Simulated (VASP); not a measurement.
A run of VASP 6.6.1 is set up as follows.

INCAR

```
SYSTEM = InAs
PREC     = Accurate       ! precision mode
ENCUT    = 520            ! plane-wave cutoff, eV
EDIFF    = 1E-6           ! SCF threshold, eV
ISMEAR   = 0              ! smearing method
SIGMA    = 0.05           ! smearing width, eV
LREAL    = .FALSE.        ! projectors in reciprocal space
LASPH    = .TRUE.         ! aspherical terms in the spheres
NELM     = 80             ! most SCF steps
ALGO     = Normal         ! electronic algorithm
ISIF     = 2              ! what is computed and relaxed
LWAVE    = .FALSE.        ! write WAVECAR
LCHARG   = .FALSE.        ! write CHGCAR
GGA      = PS             ! functional
NBANDS   = 16             ! bands
```

File KPOINTS:

```
regular mesh
0
G
  14 14 14
  0 0 0
```

The input POSCAR:

```
InAs
1.0
    0.0000000000      2.8551446657      2.8551446657
    2.8551446657      0.0000000000      2.8551446657
    2.8551446657      2.8551446657      0.0000000000
In As
1 1
Direct
    0.5000000000      0.5000000000      0.5000000000
    0.0000000000      0.0000000000      0.0000000000
```

Potentials or basis: VASP PAW PBE potentials, release 64 (In_d, As).

Launch:

```sh
$ cat potpaw_PBE.64/In_d/POTCAR potpaw_PBE.64/As/POTCAR > POTCAR
$ mpirun -np 1 vasp_std > vasp.out
```

(1) Predict the band gap on the k mesh.

(2) What does it give for the pressure?

Answers

(1) zero (bands 9 and 10 overlap by 2.70 eV).

(2) -1.9 GPa.

Caveat: the PAW data sets were made with another functional, which shifts forces and pressure a little; spin-orbit coupling is left out, which moves the levels of the heavy elements.
